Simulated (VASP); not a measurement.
A run of VASP 6.6.1 is set up as follows.

The input INCAR:

```
SYSTEM = Ta3N
ALGO = Normal
EDIFF = 1E-6
ENCUT = 520
GGA = PS
ISIF = 2
ISMEAR = -1
LASPH = .TRUE.
LCHARG = .FALSE.
LREAL = .FALSE.
LWAVE = .FALSE.
NBANDS = 27
NELM = 100
PREC = Accurate
SIGMA = 0.05
```

Contents of KPOINTS:

```
k-points
0
G
  10 10 4
  0 0 0
```

File POSCAR:

```
Ta3N
1.0
    2.9912429644      0.0000000000      0.0000000000
   -1.4956214823      2.5904923961      0.0000000000
    0.0000000000      0.0000000000      7.4224470073
Ta N
3 1
Direct
    0.6666666667      0.3333333333      0.8260700000
    0.3333333333      0.6666666667      0.1739300000
    0.0000000000      0.0000000000      0.5000000000
    0.0000000000      0.0000000000      0.0000000000
```

Potentials or basis: VASP PAW PBE potentials, release 64 (Ta_pv, N).

Launch:

```console
$ cat potpaw_PBE.64/Ta_pv/POTCAR potpaw_PBE.64/N/POTCAR > POTCAR
$ mpirun -np 1 vasp_std > vasp.out
```

Q: Predict the band gap on the k mesh.

A: Zero (band 19 reaches 7.32 eV, above the bottom of band 20 at 6.59 eV).

Q: Estimate the largest force.

A: 0.072 eV/Å.

Stress tensor (GPa, compression positive):
```
2.32 0.00 0.00
0.00 2.32 0.00
0.00 0.00 3.31
```

Caveat: the PAW data sets were made with another functional, which shifts forces and pressure a little; spin-orbit coupling is left out, which moves the levels of the heavy elements.
